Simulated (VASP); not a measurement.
# Yb (I4/mmm) in VASP: notebook, part 2 of 3

VASP 6.6.1. The steps go on from the part before.

## Step 4: Single point, PBE (engineering shear strain xz +0.0000, normal strain along z -0.0550)

The input, INCAR:

```
ALGO = Fast ; EDIFF = 1E-6
ENCUT = 520 ; GGA = PE
ISIF = 2 ; ISMEAR = 0
LASPH = True ; LCHARG = False
LREAL = False ; LWAVE = False
NBANDS = 18 ; NELM = 60
PREC = Accurate ; SIGMA = 0.15
```

The input, KPOINTS:

```
k-points
0
Gamma
  14 14 14
```

The input, POSCAR:

```
Yb
1.0
    0.0000000000      2.6117894455      2.4681410260
    2.6117894455      0.0000000000      2.4681410260
    2.6117894455      2.6117894455      0.0000000000
Yb
1
Direct
    0.0000000000      0.0000000000      0.0000000000
```

Potentials or basis: VASP PAW PBE potentials, release 64 (Yb).

Launch:

```sh
$ cat potpaw_PBE.64/Yb/POTCAR > POTCAR
$ mpirun -np 1 vasp_std > vasp.out
```

OUTCAR:

```text
EDIFF = 1E-6
   ENCUT = 520
   GGA = PE
   ISIF = 2
   ISMEAR = 0
   LASPH = True
   LREAL = False
   NELM = 60
   PREC = Accurate

 ion  position               nearest neighbor table
   1  0.000  0.000  0.000-

  LATTYP: Found a body centered tetragonal cell.
 ALAT       =     3.6936280559
 C/A-ratio  =     1.3364318164

  Lattice vectors:

 A1 = (   0.0000000000,  -2.6117894455,  -2.4681410260)
 A2 = (   0.0000000000,   2.6117894455,  -2.4681410260)
 A3 = (   2.6117894455,   0.0000000000,   2.4681410260)

Analysis of symmetry for initial positions (statically):
=====================================================================
 Subroutine PRICEL returns:
 Original cell was already a primitive cell.

 Routine SETGRP: Setting up the symmetry group for a
 body centered tetragonal supercell.

 Subroutine GETGRP returns: Found 16 space group operations
 (whereof 16 operations were pure point group operations)
 out of a pool of 16 trial point group operations.

The static configuration has the point symmetry D_4h.

Analysis of symmetry for dynamics (positions and initial velocities):
=====================================================================
 Subroutine PRICEL returns:
 Original cell was already a primitive cell.

 Routine SETGRP: Setting up the symmetry group for a
 body centered tetragonal supercell.

 Subroutine GETGRP returns: Found 16 space group operations
 (whereof 16 operations were pure point group operations)
 out of a pool of 16 trial point group operations.

The dynamic configuration has the point symmetry D_4h.

 Subroutine INISYM returns: Found 16 space group operations
 (whereof 16 operations are pure point group operations),
 and found     1 'primitive' translations

----------------------------------------------------------------------------------------

                                     Primitive cell

  volume of cell :      33.6726

  direct lattice vectors                    reciprocal lattice vectors
     0.000000000  2.611789445  2.468141026    -0.191439628  0.191439628  0.202581617
     2.611789445  0.000000000  2.468141026     0.191439628 -0.191439628  0.202581617
     2.611789445  2.611789445  0.000000000     0.191439628  0.191439628 -0.202581617

  length of vectors
     3.593489145  3.593489145  3.693628056     0.338138395  0.338138395  0.338138395

  position of ions in fractional coordinates (direct lattice)
     0.000000000  0.000000000  0.000000000

  ion indices of the primitive-cell ions
   primitive index   ion index
                 1           1

----------------------------------------------------------------------------------------

 KPOINTS: k-points

Automatic generation of k-mesh.
 Grid dimensions read from file:
 generate k-points for:   14   14   14

 Generating k-lattice:

  Cartesian coordinates                     Fractional coordinates (reciprocal lattice)
    -0.013674259  0.013674259  0.014470115     0.071428571  0.000000000  0.000000000
     0.013674259 -0.013674259  0.014470115     0.000000000  0.071428571  0.000000000
     0.013674259  0.013674259 -0.014470115    -0.000000000 -0.000000000  0.071428571

  Length of vectors
     0.024152742  0.024152742  0.024152742

  Shift w.r.t. Gamma in fractional coordinates (k-lattice)
     0.000000000  0.000000000  0.000000000

 Subroutine IBZKPT returns following result:
 ===========================================

 Found    244 irreducible k-points:

 Following reciprocal coordinates:
            Coordinates               Weight
  0.000000  0.000000  0.000000      1.000000
  0.071429  0.000000  0.000000      8.000000
  0.142857 -0.000000  0.000000      8.000000
  0.214286  0.000000  0.000000      8.000000
  0.285714  0.000000  0.000000      8.000000
  0.357143  0.000000  0.000000      8.000000
[... 16 lines left out ...]
  0.214286  0.142857  0.000000      8.000000
  0.285714  0.142857  0.000000      8.000000
 [... further k-points ...]
   k-points           NKPTS =    244   k-points in BZ     NKDIM =    244   number of bands    NBANDS=     18
   number of dos      NEDOS =    301   number of ions     NIONS =      1
   total plane-waves  NPLWV =  21952
   dimension x,y,z NGX =    28 NGY =   28 NGZ =   28
   dimension x,y,z NGXF=    56 NGYF=   56 NGZF=   56
   ions per type =               1
   NGX,Y,Z   is equivalent  to a cutoff of  12.95, 12.95, 12.60 a.u.
   NGXF,Y,Z  is equivalent  to a cutoff of  25.91, 25.91, 25.20 a.u.
 SYSTEM =  unknown system
   PREC   = accura    normal or accurate (medium, high low for compatibility)
   ISTART =      0    job   : 0-new  1-cont  2-samecut
   ICHARG =      2    charge: 1-file 2-atom 10-const
   ISPIN  =      1    spin polarized calculation?
   LNONCOLLINEAR =      F non collinear calculations
   LSORBIT =      F    spin-orbit coupling
   LASPH  =      T    aspherical Exc in radial PAW
   ENCUT  =  520.0 eV  38.22 Ry    6.18 a.u.   6.68  6.68  6.87*2*pi/ulx,y,z
   NELM   =     60;   NELMIN=  2; NELMDL= -5     # of ELM steps
   EDIFF  = 0.1E-05   stopping-criterion for ELM
   LREAL  =      F    real-space projection
   EDIFFG = 0.1E-04   stopping-criterion for IOM
   NSW    =      0    number of steps for IOM
   IBRION =     -1    ionic relax: 0-MD 1-quasi-New 2-CG
   NFREE  =      0    steps in history (QN), initial steepest desc. (CG)
   ISIF   =      2    stress and relaxation
   ISYM   =      2    0-nonsym 1-usesym 2-fastsym
   POTIM  = 0.5000    time-step for ionic-motion
   TEBEG  =    0.0;   TEEND  =   0.0 temperature during run
   PSTRESS=    0.0 pullay stress
   NELECT =      24.0000    total number of electrons
   NUPDOWN=      -1.0000    fix difference up-down
   EMIN   =  10.00;   EMAX   =-10.00  energy-range for DOS
   EFERMI =   0.00;   METHOD = LEGACY
   ISMEAR =     0;   SIGMA  =   0.15  broadening in eV -4-tet -1-fermi 0-gaus
   EFERMI_NEDOS =   21; number of points for ismear=-14 and -15
   IALGO  =     68    algorithm
   IMIX   =      4    mixing-type and parameters
     AMIX     =   0.40;   BMIX     =  1.00
     AMIX_MAG =   1.60;   BMIX_MAG =  1.00
  volume/ion in A,a.u.               =      33.67       227.23
  Fermi-wavevector in a.u.,A,eV,Ry     =   1.462356  2.763452 29.095861  2.138485
  Thomas-Fermi vector in A             =   2.578579
   LORBIT       =      0    0 simple, 1 ext, 2 COOP (PROOUT), +10 PAW based schemes
   GGA     = PE    functional components
   LHFCALC =     F    Hartree Fock is set to
   AEXX    =    0.0000 exact exchange contribution
   IVDW    =     0    specifies the selected vdW correction
   LEPSILON=     F    determine dielectric tensor
   LRPA    =     F    only Hartree local field effects (RPA)
 non-spin polarized calculation
 RMM-DIIS sequential band-by-band and
 Gauss-broadening in eV      SIGMA  =   0.15
  energy-cutoff  :      520.00
  volume of cell :       33.67
 maximum number of plane-waves:       925
   NGX = 13   NGY = 13   NGZ = 13

 number of electron      23.9999996 magnetization

 Free energy of the ion-electron system (eV)
  ---------------------------------------------------
  ext. energy  EPLUGINS =         0.00000000
  ---------------------------------------------------
  free energy    TOTEN  =        -3.56777502 eV

  energy without entropy =       -3.55359794  energy(sigma->0) =       -3.56068648

 E-fermi :   1.8045     XC(G=0):  -9.7310

 val. band max:        1.7876398182   @ k =  -0.4286   0.4286   0.0000
 cond. band min:       1.8099870926   @ k =  -0.2857   0.1429   0.4286
 fundamental gap:      0.0223472744
 Fermi energy:         1.8045178719

 k-point     1 :       0.0000    0.0000    0.0000
  band No.  band energies     occupation
      1     -49.8848      2.00000
      2     -22.0278      2.00000
      3     -22.0273      2.00000
      4     -22.0273      2.00000
      5      -3.5129      2.00000
      6       1.2895      2.00000
[... 10 lines left out ...]
     17       7.2991      0.00000
     18      11.6370      0.00000

 k-point     2 :       0.0714    0.0000    0.0000
  band No.  band energies     occupation
      1     -49.8837      2.00000
      2     -22.0495      2.00000
      3     -22.0310      2.00000
      4     -22.0296      2.00000
      5      -3.3856      2.00000
      6       1.2906      2.00000
[... 10 lines left out ...]
     17       7.2002      0.00000
     18      11.9466      0.00000
[... 442 lines left out ...]
 k-point    24 :       0.2857    0.1429    0.0000
  band No.  band energies     occupation
      1     -49.8702      2.00000
      2     -22.2506      2.00000
      3     -22.0963      2.00000
      4     -22.0789      2.00000
      5      -1.7258      2.00000
      6       1.3067      2.00000
[... 10 lines left out ...]
     17       7.5189      0.00000
     18      12.1354      0.00000

 [... further k-points ...]
[... 5 lines left out ...]
  --------------------------------------------------------------------------------------
  -------------------------------------------------------------------------------------
  Total        0.2465256      0.2465256      0.2488310      0.0000000      0.0000000      0.0000000
  in kB       11.7299528     11.7299528     11.8396453      0.0000000      0.0000000      0.0000000
  external PRESSURE =      11.7665169 kB  Pullay stress =       0.0000000 kB

 VOLUME and BASIS-vectors are now :
 -----------------------------------------------------------------------------
  energy-cutoff  :      520.00
  volume of cell :       33.67
      direct lattice vectors                 reciprocal lattice vectors
     0.000000000  2.611789445  2.468141026    -0.191439628  0.191439628  0.202581617
     2.611789445  0.000000000  2.468141026     0.191439628 -0.191439628  0.202581617
     2.611789445  2.611789445  0.000000000     0.191439628  0.191439628 -0.202581617

 POSITION                                       TOTAL-FORCE (eV/Angst)
 -----------------------------------------------------------------------------------
      0.00000      0.00000      0.00000         0.000000     -0.000000      0.000000
 -----------------------------------------------------------------------------------
    total drift:                               -0.000000     -0.000000     -0.000000

  FREE ENERGIE OF THE ION-ELECTRON SYSTEM (eV)
  ---------------------------------------------------
  free  energy   TOTEN  =        -3.5677750187 eV

  energy  without entropy=       -3.5535979446  energy(sigma->0) =       -3.56068648
```

OSZICAR:

```text
N       E                     dE             d eps       ncg     rms          rms(c)
DAV:   1     0.114448777826E+03    0.11445E+03   -0.86517E+03 11036   0.906E+03
DAV:   2     0.116718517225E+02   -0.10278E+03   -0.99428E+02 11078   0.551E+02
DAV:   3    -0.125049927772E+01   -0.12922E+02   -0.12788E+02 12786   0.116E+02
[... 29 lines left out ...]
RMM:  33    -0.356777023382E+01   -0.19606E-05   -0.18829E-05 11842   0.112E-01    0.970E-03
RMM:  34    -0.356777182248E+01   -0.15887E-05   -0.14348E-05 11789   0.987E-02    0.477E-03
RMM:  35    -0.356777315236E+01   -0.13299E-05   -0.12309E-05 11737   0.902E-02    0.641E-03
RMM:  36    -0.356777415332E+01   -0.10010E-05   -0.94800E-06 11655   0.792E-02    0.566E-03
RMM:  37    -0.356777501871E+01   -0.86540E-06   -0.81363E-06 11592   0.724E-02
   1 F= -.35677750E+01 E0= -.35606865E+01  d E =-.141771E-01
```

stdout:

```text
POSCAR found type information on POSCAR Yb
 POSCAR found :  1 types and       1 ions
 scaLAPACK will be used
 LDA part: xc-table for (Slater+PW92), standard interpolation
 POSCAR, INCAR and KPOINTS ok, starting setup
 FFT: planning ... GRIDC
 FFT: planning ... GRID_SOFT
 FFT: planning ... GRID
 WAVECAR not read
 entering main loop
```

Wall time 5.7 min (1 thread of Intel Xeon Platinum 8488C (Sapphire Rapids), shared host); peak memory 0.29 GiB.

Results:

- Free energy: -3.5678 eV
- Pressure: 1.2 GPa
- Band gap on the k mesh: zero (band 12 reaches 1.83 eV, above the bottom of band 13 at 1.66 eV)

Caveat: the cell differs from its parent crystal (engineering shear strain xz +0.0000, normal strain along z -0.0550); spin-orbit coupling is left out, which moves the levels of the heavy elements. Spin polarisation is off, so any magnetic state and its effect on volume and gap are missing.

## Step 5: Single point, PBE (engineering shear strain xz +0.0000, normal strain along z +0.0825)

The input, INCAR:

```
SYSTEM = Yb
  PREC = Accurate
  ENCUT = 520
  EDIFF = 1E-6
  ISMEAR = 0
  SIGMA = 0.15
  LREAL = .False.
  LASPH = .True.
  NELM = 80
  ALGO = Fast
  ISIF = 2
  LWAVE = .False.
  LCHARG = .False.
  GGA = PE
  NBANDS = 18
```

The input, KPOINTS:

```
regular mesh
0
Gamma
  14 14 14
  0 0 0
```

The input, POSCAR:

```
Yb
1.0
    0.0000000000      2.6117894455      2.8272620748
    2.6117894455      0.0000000000      2.8272620748
    2.6117894455      2.6117894455      0.0000000000
Yb
1
Direct
    0.0000000000      0.0000000000      0.0000000000
```

Launch:

```sh
$ cat potpaw_PBE.64/Yb/POTCAR > POTCAR
$ mpirun -np 1 vasp_std > vasp.out
```

It took 7 min on 1 thread of Intel Xeon Platinum 8488C (Sapphire Rapids), shared host; peak memory 0.32 GiB.

It converged, with:

- Free energy: -3.5512 eV
- Pressure: 0.0 GPa
- Band gap on the k mesh: zero (band 12 reaches 1.41 eV, above the bottom of band 13 at 1.33 eV)

Stress tensor (GPa, compression positive):
```
 0.38  0.00  0.00
 0.00  0.38  0.00
 0.00  0.00 -0.69
```

Levels at points of the mesh, in eV from the Fermi level:
| k point | band 9 | band 10 | band 11 | band 12 | band 13 | band 14 | band 15 | band 16 |
| --- | --- | --- | --- | --- | --- | --- | --- | --- |
| (0.00, 0.00, 0.00) | -0.37 | -0.30 | -0.29 | -0.29 | 2.42 | 3.00 | 3.00 | 4.22 |
| (0.50, 0.00, 0.00) | -0.38 | -0.31 | -0.30 | -0.29 | 0.23 | 2.24 | 2.93 | 6.06 |
| (0.50, 0.50, 0.00) | -0.36 | -0.34 | -0.33 | -0.33 | 0.33 | 1.26 | 6.32 | 6.58 |
| (0.50, 0.00, 0.50) | -0.38 | -0.32 | -0.31 | -0.31 | 0.14 | 1.78 | 5.90 | 6.40 |

Caveat: the cell differs from its parent crystal (engineering shear strain xz +0.0000, normal strain along z +0.0825); spin-orbit coupling is left out, which moves the levels of the heavy elements. Spin polarisation is off, so any magnetic state and its effect on volume and gap are missing.

(Continued in part 3 of 3.)
